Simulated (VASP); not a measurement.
AgI, 4 atoms in the cell. Symmetry: P6_3mc, No. 186, hexagonal system. The conventional cell has a = 4.622 Å, b = 4.622 Å, c = 7.560 Å, α = 90.00°, β = 90.00°, γ = 120.00°. Within 3.7 Å of Ag (site symmetry 3m) lie 4 I at 2.83 Å. Within 3.7 Å of I (site symmetry 3m) lie 4 Ag at 2.83 Å. 

| Item | Value |
| --- | --- |
| Program | VASP 6.6.1 |
| Task | single point |
| Functional | PBE |
| Potentials or basis | VASP PAW PBE potentials, release 64 (Ag, I) |
| Cutoff | 500 eV |
| k mesh | 8 × 8 × 6 |
| Occupations | gaussian, width 0.05 eV |
| Spin | no spin polarisation |
| Dipole correction | no |
| Further INCAR settings | ALGO = Normal; EDIFF = 1e-06; NBANDS = 26 |

Potentials or basis: VASP PAW PBE potentials, release 64 (Ag, I).

Command:

```bash
$ cat potpaw_PBE.64/Ag/POTCAR potpaw_PBE.64/I/POTCAR > POTCAR
$ mpirun -np 1 vasp_std > vasp.out
```

Hardware: 1 thread of Intel(R) Xeon(R) 6975P-C (Granite Rapids), on a shared host.

Estimate the wall time of this run.

It took 63 s on 1 thread of Intel(R) Xeon(R) 6975P-C (Granite Rapids), with other jobs on the host, peak memory 0.31 GiB. Counts: scf iterations 14, k points 40.
